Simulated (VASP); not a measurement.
Input of a VASP 6.6.1 run:

INCAR

```
ALGO = Normal
EDIFF = 1E-6
ENCUT = 600
GGA = PE
GGA_COMPAT = False
ISIF = 2
ISMEAR = 0
ISPIN = 2
LASPH = True
LCHARG = False
LMAXMIX = 4
LORBIT = 11
LREAL = False
LWAVE = False
MAGMOM = 1 1 0 0 0 0 0 0 0 0
NBANDS = 47
NELM = 200
PREC = Accurate
SIGMA = 0.1
```

The input KPOINTS:

```
k-points
0
Gamma
  4 4 4
```

File POSCAR:

```
TaAlO3
1.0
    0.0000000000      3.8518906864      3.8518906864
    3.8518906864      0.0000000000      3.8518906864
    3.8518906864      3.8518906864      0.0000000000
Ta Al O
2 2 6
Direct
    0.5000000000      0.5000000000      0.5000000000
    0.2500000000      0.2500000000      0.2500000000
    0.7500000000      0.7500000000      0.7500000000
    0.0000000000      0.0000000000      0.0000000000
   -0.0062950821      0.5062950821      0.5062950821
    0.5062950821     -0.0062950821     -0.0062950821
    0.5062950821     -0.0062950821      0.5062950821
   -0.0062950821      0.5062950821     -0.0062950821
    0.5062950821      0.5062950821     -0.0062950821
   -0.0062950821     -0.0062950821      0.5062950821
```

Potentials or basis: VASP PAW PBE potentials, release 64 (Ta_pv, Al, O).

The run is started by

```console
$ cat potpaw_PBE.64/Ta_pv/POTCAR potpaw_PBE.64/Al/POTCAR potpaw_PBE.64/O/POTCAR > POTCAR
$ mpirun -np 1 vasp_std > vasp.out
```

(1) Estimate the site moments.

(2) Predict the pressure.

(3) Estimate the largest force.

(4) What does it give for the net moment?

Answers

(1) Ta +1.75, +0.07; Al +0.00, -0.01; O -0.01 μB.

(2) 0.0 GPa.

(3) 0.076 eV/Å.

(4) 2.28 μB per cell.
